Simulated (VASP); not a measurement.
# Ni (P6_3/mmc) in VASP: notebook, part 2 of 2

VASP 6.6.1. The steps go on from the part before.

### 3 Single point, PBE

Contents of INCAR:

```
PREC = Accurate ; ENCUT = 520
EDIFF = 1E-6 ; ISMEAR = -1
SIGMA = 0.1 ; LREAL = False
LASPH = True ; NELM = 80
ALGO = Normal ; ISIF = 2
LWAVE = False ; LCHARG = True
GGA = PE ; LELF = True
LVHAR = True ; NBANDS = 17
```

Contents of KPOINTS:

```
Automatic mesh
0
Gamma
  14 14 8
```

Contents of POSCAR:

```
Ni
1.0
    2.4824367571      0.0000000000      0.0000000000
   -1.2412183786      2.1498532949      0.0000000000
    0.0000000000      0.0000000000      4.0826416205
Ni
2
Direct
    0.3333333333      0.6666666667      0.2500000000
    0.6666666667      0.3333333333      0.7500000000
```

Potentials or basis: VASP PAW PBE potentials, release 64 (Ni).

Started as:

```
cat potpaw_PBE.64/Ni/POTCAR > POTCAR
mpirun -np 1 vasp_std > vasp.out
```

Wall time 15 s (1 thread of Intel Xeon 6975P-C (Granite Rapids), shared host); peak memory 0.15 GiB.

It converged, with:

| Quantity | Value |
| --- | --- |
| Free energy | -10.8884 eV |
| Pressure | 0.0 GPa |
| Band gap on the k mesh | zero (band 10 reaches 9.30 eV, above the bottom of band 11 at 8.75 eV) |

Stress tensor (GPa, compression positive):
```
 0.05  0.00  0.00
 0.00  0.05  0.00
 0.00  0.00 -0.05
```

Levels at points of the mesh, in eV from the Fermi level:
```csv
k point,band 7,band 8,band 9,band 10,band 11,band 12,band 13,band 14
"(0.00, 0.00, 0.00)",-1.54,-1.12,-1.12,-0.24,-0.17,-0.17,5.93,22.73
"(0.50, 0.00, 0.00)",-1.52,-0.04,0.01,0.08,1.56,3.39,9.51,10.04
"(0.00, 0.00, 0.50)",-1.85,-1.85,-0.46,-0.46,-0.46,-0.46,14.45,14.45
"(0.50, 0.00, 0.50)",-0.49,-0.49,0.03,0.03,1.68,1.68,7.10,7.10
```

Caveat: the run has no spin polarisation, though such a crystal can be magnetic.

### 4 Single point, PBE (volume scaled by 0.88)

Contents of INCAR:

```
PREC = Accurate
ENCUT = 520
EDIFF = 1E-6
ISMEAR = -1
SIGMA = 0.1
LREAL = F
LASPH = T
NELM = 60
ALGO = Normal
ISIF = 2
LWAVE = F
LCHARG = T
GGA = PE
LELF = T
LVHAR = T
NBANDS = 17
```

Contents of KPOINTS:

```
regular mesh
0
Gamma
  16 16 9
```

Contents of POSCAR:

```
Ni
1.0
    2.3788793544      0.0000000000      0.0000000000
   -1.1894396772      2.0601699534      0.0000000000
    0.0000000000      0.0000000000      3.9123300259
Ni
2
Direct
    0.3333333333      0.6666666667      0.2500000000
    0.6666666667      0.3333333333      0.7500000000
```

Potentials or basis: VASP PAW PBE potentials, release 64 (Ni).

Started as:

```
cat potpaw_PBE.64/Ni/POTCAR > POTCAR
mpirun -np 1 vasp_std > vasp.out
```

OUTCAR:

```text
PREC = Accurate
   ENCUT = 520
   EDIFF = 1E-6
   ISMEAR = -1
   LREAL = F
   LASPH = T
   NELM = 60
   ISIF = 2
   GGA = PE

 ion  position               nearest neighbor table
   1  0.333  0.667  0.250-   2 2.39   2 2.39   2 2.39   2 2.39   2 2.39   2 2.39
   2  0.667  0.333  0.750-   1 2.39   1 2.39   1 2.39   1 2.39   1 2.39   1 2.39

  LATTYP: Found a hexagonal cell.
 ALAT       =     2.3788793544
 C/A-ratio  =     1.6446105258

  Lattice vectors:

[... 668 lines left out ...]

------------------------ aborting loop because EDIFF is reached ----------------------------------------

  FORCE on cell =-STRESS in cart. coord.  units (eV):
  Direction    XX          YY          ZZ          XY          YZ          ZX
  --------------------------------------------------------------------------------------
  -------------------------------------------------------------------------------------
  Total        4.0843187      4.0843187      4.0769108     -0.0000000      0.0000000      0.0000000
  in kB      341.2866153    341.2866152    340.6676098     -0.0000000      0.0000000      0.0000000
  external PRESSURE =     341.0802801 kB  Pullay stress =       0.0000000 kB

 VOLUME and BASIS-vectors are now :
 -----------------------------------------------------------------------------
  energy-cutoff  :      520.00
  volume of cell :       19.17
      direct lattice vectors                 reciprocal lattice vectors
     2.378879354  0.000000000  0.000000000     0.420366001  0.242698424  0.000000000
    -1.189439677  2.060169953  0.000000000     0.000000000  0.485396847  0.000000000
     0.000000000  0.000000000  3.912330026     0.000000000  0.000000000  0.255602159

 POSITION                                       TOTAL-FORCE (eV/Angst)
 -----------------------------------------------------------------------------------
     -0.00000      1.37345      0.97808        -0.000000      0.000000      0.000000
      1.18944      0.68672      2.93425         0.000000      0.000000      0.000000
 -----------------------------------------------------------------------------------
    total drift:                                0.000000     -0.000000     -0.000000

  FREE ENERGIE OF THE ION-ELECTRON SYSTEM (eV)
  ---------------------------------------------------
  free  energy   TOTEN  =       -10.6410018881 eV

  energy  without entropy=      -10.4665069007  energy(sigma->0) =      -10.55375439
```

Run time: 18 s. Hardware: 1 thread of Intel Xeon 6975P-C (Granite Rapids), shared host; peak memory 0.15 GiB.

What came out:

```yaml
Free_energy: -10.6410 eV
Pressure: 34.1 GPa
Band_gap_on_the_k_mesh: zero (band 10 reaches 11.29 eV, above the bottom of band 11 at 10.70 eV)
```

Caveat: the run has no spin polarisation, though such a crystal can be magnetic.

### 5 Single point, PBE (volume scaled by 0.92)

Contents of INCAR:

```
ALGO = Normal ; EDIFF = 1E-7
ENCUT = 520 ; GGA = PE
ISIF = 2 ; ISMEAR = -1
LASPH = T ; LCHARG = F
LREAL = F ; LWAVE = F
NBANDS = 17 ; NELM = 80
PREC = Accurate ; SIGMA = 0.1
```

Contents of KPOINTS:

```
k-points
0
Gamma
  16 16 9
```

Contents of POSCAR:

```
Ni
1.0
    2.4143902518      0.0000000000      0.0000000000
   -1.2071951259      2.0909232927      0.0000000000
    0.0000000000      0.0000000000      3.9707316215
Ni
2
Direct
    0.3333333333      0.6666666667      0.2500000000
    0.6666666667      0.3333333333      0.7500000000
```

Started as:

```
cat potpaw_PBE.64/Ni/POTCAR > POTCAR
mpirun -np 1 vasp_std > vasp.out
```

It took 19 s on 1 thread of Intel Xeon 6975P-C (Granite Rapids), shared host; peak memory 0.15 GiB.

The run converged. Its results:

```
Free energy            : -10.7870 eV
Pressure               : 20.0 GPa
Band gap on the k mesh : zero (band 10 reaches 10.57 eV, above the bottom of band 11 at 10.01 eV)
```

Stress tensor (GPa, compression positive):
```
20.08  0.00  0.00
 0.00 20.08  0.00
 0.00  0.00 19.98
```

Levels at points of the mesh, in eV from the Fermi level:
```tsv
k point	band 6	band 7	band 8	band 9	band 10	band 11	band 12	band 13	band 14	band 15
(0.00, 0.00, 0.00)	-1.74	-1.74	-1.26	-1.26	-0.41	-0.18	-0.18	6.54	23.44	26.22
(0.50, 0.00, 0.00)	-2.06	-1.71	-0.04	0.02	0.10	1.68	3.70	10.06	10.72	13.28
```

Caveat: the run has no spin polarisation, though such a crystal can be magnetic. Spin polarisation is off, so any magnetic state and its effect on volume and gap are missing.

### 6 The runs side by side

```csv
cell,k mesh,gap on the mesh (eV),pressure (GPa)
"a = 2.482, b = 2.482, c = 4.083 Å, angles 90.0, 90.0, 120.0°, 2 atoms",7 × 7 × 4,none,0.0
"a = 2.482, b = 2.482, c = 4.083 Å, angles 90.0, 90.0, 120.0°, 2 atoms",14 × 14 × 8,none,0.0
"a = 2.379, b = 2.379, c = 3.912 Å, angles 90.0, 90.0, 120.0°, 2 atoms",16 × 16 × 9,none,34.1
"a = 2.414, b = 2.414, c = 3.971 Å, angles 90.0, 90.0, 120.0°, 2 atoms",16 × 16 × 9,none,20.0
```

Alike in all rows: task single point; level PBE; potentials or basis VASP PAW PBE potentials, release 64 (Ni); no spin polarisation; cutoff (eV) 520; smearing fermi-dirac 0.1 eV.

Caveats: some runs use coarse meshes; the run has no spin polarisation, though such a crystal can be magnetic.

Absolute energies hang on the potentials; compare differences alone.
